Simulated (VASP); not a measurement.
# Pt (Fd-3m) in VASP: further runs

The runs below take Pt through single point, relaxation of cell and atoms, with LDA.

Everything below comes from runs of VASP 6.6.1. Logs are shortened: lines on timing, memory, paths and dates and some standing lists are left out, and cuts for length are marked.

### 1 The cell of the first run

It takes space group Fd-3m (No. 227, cubic). Conventional cell: a = 5.645 Å, b = 5.645 Å, c = 5.645 Å, α = 90.00°, β = 90.00°, γ = 90.00°. Pt (site symmetry -43m) has 4 Pt at 2.44 Å within 3.2 Å.

This isn't the form of Pt at room conditions, which is fcc.

### 2 Single point, LDA

The input, INCAR:

```
  PREC = Accurate
  ENCUT = 500
  EDIFF = 1E-6
  ISMEAR = -1
  SIGMA = 0.05
  LREAL = False
  LASPH = True
  NELM = 120
  ALGO = Normal
  ISIF = 2
  LWAVE = False
  LCHARG = False
  NBANDS = 17
  GGA_COMPAT = False
```

The input, KPOINTS:

```
Automatic mesh
0
Gamma
  13 13 13
```

The input, POSCAR:

```
Pt
1.0
    0.0000000000      2.8223046097      2.8223046097
    2.8223046097      0.0000000000      2.8223046097
    2.8223046097      2.8223046097      0.0000000000
Pt
2
Direct
    1.0000000000      1.0000000000      1.0000000000
    0.2500000000      0.2500000000      0.2500000000
```

Potentials or basis: VASP PAW LDA potentials, release 64 (Pt).

Run with:

```console
> cat potpaw_LDA.64/Pt/POTCAR > POTCAR
> mpirun -np 1 vasp_std > vasp.out
```

OUTCAR:

```text
PREC = Accurate
   ENCUT = 500
   EDIFF = 1E-6
   ISMEAR = -1
   LREAL = False
   LASPH = True
   NELM = 120
   ISIF = 2

 ion  position               nearest neighbor table
   1  0.000  0.000  0.000-   2 2.44   2 2.44   2 2.44   2 2.44
   2  0.250  0.250  0.250-   1 2.44   1 2.44   1 2.44   1 2.44

  LATTYP: Found a face centered cubic cell.
 ALAT       =     5.6446092194

  Lattice vectors:

 A1 = (   0.0000000000,   2.8223046097,   2.8223046097)
 A2 = (   2.8223046097,   0.0000000000,   2.8223046097)
 A3 = (   2.8223046097,   2.8223046097,   0.0000000000)

Analysis of symmetry for initial positions (statically):
=====================================================================
 Subroutine PRICEL returns:
 Original cell was already a primitive cell.

 Routine SETGRP: Setting up the symmetry group for a
 face centered cubic supercell.

 Subroutine GETGRP returns: Found 48 space group operations
 (whereof 24 operations were pure point group operations)
 out of a pool of 48 trial point group operations.

The static configuration has the point symmetry T_d .
 The point group associated with its full space group is O_h .

Analysis of symmetry for dynamics (positions and initial velocities):
=====================================================================
 Subroutine PRICEL returns:
 Original cell was already a primitive cell.

 Routine SETGRP: Setting up the symmetry group for a
 face centered cubic supercell.

 Subroutine GETGRP returns: Found 48 space group operations
 (whereof 24 operations were pure point group operations)
 out of a pool of 48 trial point group operations.

The dynamic configuration has the point symmetry T_d .
 The point group associated with its full space group is O_h .

 Subroutine INISYM returns: Found 48 space group operations
 (whereof 24 operations are pure point group operations),
 and found     1 'primitive' translations

----------------------------------------------------------------------------------------

                                     Primitive cell

  volume of cell :      44.9616

  direct lattice vectors                    reciprocal lattice vectors
     0.000000000  2.822304610  2.822304610    -0.177160183  0.177160183  0.177160183
     2.822304610  0.000000000  2.822304610     0.177160183 -0.177160183  0.177160183
     2.822304610  2.822304610  0.000000000     0.177160183  0.177160183 -0.177160183

  length of vectors
     3.991341456  3.991341456  3.991341456     0.306850437  0.306850437  0.306850437

  position of ions in fractional coordinates (direct lattice)
     0.000000000  0.000000000  0.000000000
     0.250000000  0.250000000  0.250000000

  ion indices of the primitive-cell ions
   primitive index   ion index
                 1           1
                 2           2

----------------------------------------------------------------------------------------

 KPOINTS: Automatic mesh

Automatic generation of k-mesh.
 Grid dimensions read from file:
 generate k-points for:   13   13   13

 Generating k-lattice:

  Cartesian coordinates                     Fractional coordinates (reciprocal lattice)
    -0.013627706  0.013627706  0.013627706     0.076923077  0.000000000  0.000000000
     0.013627706 -0.013627706  0.013627706     0.000000000  0.076923077  0.000000000
     0.013627706  0.013627706 -0.013627706     0.000000000  0.000000000  0.076923077

  Length of vectors
     0.023603880  0.023603880  0.023603880

  Shift w.r.t. Gamma in fractional coordinates (k-lattice)
     0.000000000  0.000000000  0.000000000

 Subroutine IBZKPT returns following result:
 ===========================================

 Found     84 irreducible k-points:

 Following reciprocal coordinates:
            Coordinates               Weight
  0.000000  0.000000  0.000000      1.000000
  0.076923  0.000000  0.000000      8.000000
  0.153846  0.000000  0.000000      8.000000
  0.230769  0.000000  0.000000      8.000000
  0.307692  0.000000  0.000000      8.000000
  0.384615  0.000000  0.000000      8.000000
[... 16 lines left out ...]
  0.384615  0.153846  0.000000     24.000000
  0.461538  0.153846  0.000000     24.000000
 [... further k-points ...]
   k-points           NKPTS =     84   k-points in BZ     NKDIM =     84   number of bands    NBANDS=     17
   number of dos      NEDOS =    301   number of ions     NIONS =      2
   total plane-waves  NPLWV =  27000
   dimension x,y,z NGX =    30 NGY =   30 NGZ =   30
   dimension x,y,z NGXF=    60 NGYF=   60 NGZF=   60
   ions per type =               2
   NGX,Y,Z   is equivalent  to a cutoff of  12.50, 12.50, 12.50 a.u.
   NGXF,Y,Z  is equivalent  to a cutoff of  24.99, 24.99, 24.99 a.u.
 SYSTEM =  unknown system
   PREC   = accura    normal or accurate (medium, high low for compatibility)
   ISTART =      0    job   : 0-new  1-cont  2-samecut
   ICHARG =      2    charge: 1-file 2-atom 10-const
   ISPIN  =      1    spin polarized calculation?
   LNONCOLLINEAR =      F non collinear calculations
   LSORBIT =      F    spin-orbit coupling
   LASPH  =      T    aspherical Exc in radial PAW
   ENCUT  =  500.0 eV  36.75 Ry    6.06 a.u.   7.28  7.28  7.28*2*pi/ulx,y,z
   NELM   =    120;   NELMIN=  2; NELMDL= -5     # of ELM steps
   EDIFF  = 0.1E-05   stopping-criterion for ELM
   LREAL  =      F    real-space projection
   EDIFFG = 0.1E-04   stopping-criterion for IOM
   NSW    =      0    number of steps for IOM
   IBRION =     -1    ionic relax: 0-MD 1-quasi-New 2-CG
   NFREE  =      0    steps in history (QN), initial steepest desc. (CG)
   ISIF   =      2    stress and relaxation
   ISYM   =      2    0-nonsym 1-usesym 2-fastsym
   POTIM  = 0.5000    time-step for ionic-motion
   TEBEG  =    0.0;   TEEND  =   0.0 temperature during run
   PSTRESS=    0.0 pullay stress
   NELECT =      20.0000    total number of electrons
   NUPDOWN=      -1.0000    fix difference up-down
   EMIN   =  10.00;   EMAX   =-10.00  energy-range for DOS
   EFERMI =   0.00;   METHOD = LEGACY
   ISMEAR =    -1;   SIGMA  =   0.05  broadening in eV -4-tet -1-fermi 0-gaus
   EFERMI_NEDOS =   21; number of points for ismear=-14 and -15
   IALGO  =     38    algorithm
   IMIX   =      4    mixing-type and parameters
     AMIX     =   0.40;   BMIX     =  1.00
     AMIX_MAG =   1.60;   BMIX_MAG =  1.00
  volume/ion in A,a.u.               =      22.48       151.71
  Fermi-wavevector in a.u.,A,eV,Ry     =   1.249696  2.361582 21.248754  1.561739
  Thomas-Fermi vector in A             =   2.383724
   LORBIT       =      0    0 simple, 1 ext, 2 COOP (PROOUT), +10 PAW based schemes
   GGA     = CA    functional components
   LHFCALC =     F    Hartree Fock is set to
   AEXX    =    0.0000 exact exchange contribution
   IVDW    =     0    specifies the selected vdW correction
   LEPSILON=     F    determine dielectric tensor
   LRPA    =     F    only Hartree local field effects (RPA)
 non-spin polarized calculation
  energy-cutoff  :      500.00
  volume of cell :       44.96
 maximum number of plane-waves:      1163
 NGX is ok and might be reduce to    30
   NGX = 15   NGY = 15   NGZ = 15

 number of electron      20.0000003 magnetization

 Free energy of the ion-electron system (eV)
  ---------------------------------------------------
  ext. energy  EPLUGINS =         0.00000000
  ---------------------------------------------------
  free energy    TOTEN  =       -12.39074243 eV

  energy without entropy =      -12.35096715  energy(sigma->0) =      -12.37085479

 E-fermi :   5.6923     XC(G=0): -11.0998

 val. band max:        5.6916116188   @ k =  -0.3846   0.4615   0.1538
 cond. band min:       5.6925108427   @ k =  -0.3846   0.3846   0.1538
 fundamental gap:      0.0008992239
 Fermi energy:         5.6923052622

 k-point     1 :       0.0000    0.0000    0.0000
  band No.  band energies     occupation
      1      -1.8431      2.00000
      2       0.7748      2.00000
      3       0.7748      2.00000
      4       0.9798      2.00000
      5       0.9798      2.00000
      6       0.9798      2.00000
[... 9 lines left out ...]
     16      17.7445      0.00000
     17      18.6625      0.00000

 k-point     2 :       0.0769    0.0000    0.0000
  band No.  band energies     occupation
      1      -1.7491      2.00000
      2       0.6797      2.00000
      3       0.6797      2.00000
      4       0.9703      2.00000
      5       1.1072      2.00000
      6       1.1072      2.00000
[... 9 lines left out ...]
     16      17.3546      0.00000
     17      18.9091      0.00000

 k-point     3 :       0.1538    0.0000    0.0000
  band No.  band energies     occupation
      1      -1.4786      2.00000
      2       0.5780      2.00000
      3       0.5780      2.00000
      4       0.9454      2.00000
      5       1.2871      2.00000
      6       1.2871      2.00000
[... 9 lines left out ...]
     16      17.8283      0.00000
     17      18.8229      0.00000

 k-point     4 :       0.2308    0.0000    0.0000
  band No.  band energies     occupation
      1      -1.0700      2.00000
      2       0.5394      2.00000
      3       0.5394      2.00000
      4       0.9125      2.00000
      5       1.4001      2.00000
      6       1.4001      2.00000
[... 9 lines left out ...]
     16      18.1170      0.00000
     17      19.0871      0.00000
[... 343 lines left out ...]
      1      -0.6016      2.00000
      2       0.1948      2.00000
      3       0.8595      2.00000
      4       0.8702      2.00000
      5       1.2842      2.00000
      6       1.8269      2.00000
[... 9 lines left out ...]
     16      17.5013      0.00000
     17      19.9245      0.00000

 k-point    23 :       0.3846    0.1538    0.0000
  band No.  band energies     occupation
      1      -0.1623      2.00000
      2       0.2283      2.00000
      3       0.7832      2.00000
      4       0.8549      2.00000
      5       1.3342      2.00000
      6       1.7799      2.00000
[... 9 lines left out ...]
     16      18.7251      0.00000
     17      19.7804      0.00000

 k-point    24 :       0.4615    0.1538    0.0000
  band No.  band energies     occupation
      1       0.1689      2.00000
      2       0.2833      2.00000
      3       0.7539      2.00000
      4       0.7908      2.00000
      5       1.4052      2.00000
      6       1.6345      2.00000
[... 9 lines left out ...]
     16      19.3596      0.00000
     17      20.0419      0.00000

 [... further k-points ...]
[... 5 lines left out ...]
  --------------------------------------------------------------------------------------
  -------------------------------------------------------------------------------------
  Total        0.0148947      0.0148947      0.0148947      0.0000000      0.0000000     -0.0000000
  in kB        0.5307623      0.5307623      0.5307623      0.0000000      0.0000000     -0.0000000
  external PRESSURE =       0.5307623 kB  Pullay stress =       0.0000000 kB

 VOLUME and BASIS-vectors are now :
 -----------------------------------------------------------------------------
  energy-cutoff  :      500.00
  volume of cell :       44.96
      direct lattice vectors                 reciprocal lattice vectors
     0.000000000  2.822304610  2.822304610    -0.177160183  0.177160183  0.177160183
     2.822304610  0.000000000  2.822304610     0.177160183 -0.177160183  0.177160183
     2.822304610  2.822304610  0.000000000     0.177160183  0.177160183 -0.177160183

 POSITION                                       TOTAL-FORCE (eV/Angst)
 -----------------------------------------------------------------------------------
      0.00000      0.00000      0.00000         0.000000      0.000000      0.000000
      1.41115      1.41115      1.41115        -0.000000     -0.000000     -0.000000
 -----------------------------------------------------------------------------------
    total drift:                                0.000000     -0.000000      0.000000

  FREE ENERGIE OF THE ION-ELECTRON SYSTEM (eV)
  ---------------------------------------------------
  free  energy   TOTEN  =       -12.3907424314 eV

  energy  without entropy=      -12.3509671539  energy(sigma->0) =      -12.37085479
```

Wall time 23 s (1 thread of AMD EPYC 9R45 (Zen 5), shared host); peak memory 0.15 GiB.

What came out:

```yaml
Free_energy: -12.3907 eV
Pressure: 0.1 GPa
Band_gap_on_the_k_mesh: zero (bands 10 and 11 overlap by 0.65 eV)
```

Levels at points of the mesh, in eV from the Fermi level:
| k point | band 8 | band 9 | band 10 | band 11 | band 12 | band 13 |
| --- | --- | --- | --- | --- | --- | --- |
| (0.00, 0.00, 0.00) | -2.06 | -2.06 | -0.06 | -0.06 | 10.70 | 10.72 |

Caveat: spin-orbit coupling is left out, which moves the levels of the heavy elements.

### 3 Relaxation of cell and atoms, LDA

This run uses another cell than the first one, of 19.57 Å³/atom.

The input, INCAR:

```
SYSTEM = Pt
PREC = Accurate ; ENCUT = 500
EDIFF = 1E-7 ; ISMEAR = -1
SIGMA = 0.05 ; LREAL = .FALSE.
LASPH = .TRUE. ; NELM = 120
ALGO = Normal ; ISIF = 3
LWAVE = .FALSE. ; LCHARG = .FALSE.
IBRION = 2 ; NSW = 80
EDIFFG = -0.02 ; GGA_COMPAT = .FALSE.
NELMIN = 4
```

The input, KPOINTS:

```
Automatic mesh
0
G
  13 13 13
  0 0 0
```

The input, POSCAR:

```
Pt
1.0
    0.0000000000      2.6950000000      2.6950000000
    2.6950000000      0.0000000000      2.6950000000
    2.6950000000      2.6950000000      0.0000000000
Pt
2
Direct
    1.0000000000      1.0000000000      1.0000000000
    0.2500000000      0.2500000000      0.2500000000
```

Potentials or basis: VASP PAW LDA potentials, release 64 (Pt).

Run with:

```console
> cat potpaw_LDA.64/Pt/POTCAR > POTCAR
> mpirun -np 1 vasp_std > vasp.out
```

It took 82 s on 1 thread of AMD EPYC 9R45 (Zen 5), shared host; peak memory 0.14 GiB.

Results (log left out):

```yaml
Free_energy: -12.3886 eV
Relaxed_volume: 22.50 Å³/atom
Relaxed_cell: a = 3.992 Å, b = 3.992 Å, c = 3.992 Å, α = 60.00°, β = 60.00°, γ = 60.00°
Space_group_after_relaxing_to_0.1_Å: Fd-3m (No. 227)
Pressure_after_relaxing: 0.0 GPa
Band_gap_on_the_k_mesh: zero (bands 10 and 11 overlap by 0.65 eV)
```

Final structure:
```cif
data_structure
_symmetry_space_group_name_H-M 'P 1'
_symmetry_Int_Tables_number 1
_cell_length_a 3.9924
_cell_length_b 3.9924
_cell_length_c 3.9924
_cell_angle_alpha 60.000
_cell_angle_beta 60.000
_cell_angle_gamma 60.000
_cell_volume 45.00
loop_
_atom_site_label
_atom_site_type_symbol
_atom_site_fract_x
_atom_site_fract_y
_atom_site_fract_z
_atom_site_occupancy
Pt1 Pt 0.00000 0.00000 0.00000 1
Pt2 Pt 0.25000 0.25000 0.25000 1
```

Levels at points of the mesh, in eV from the Fermi level:
```tsv
k point	band 6	band 7	band 8	band 9	band 10	band 11	band 12	band 13	band 14
(0.00, 0.00, 0.00)	-4.71	-2.06	-2.06	-2.06	-0.06	-0.06	10.70	10.72	12.05
```

Caveat: spin-orbit coupling is left out, which moves the levels of the heavy elements.
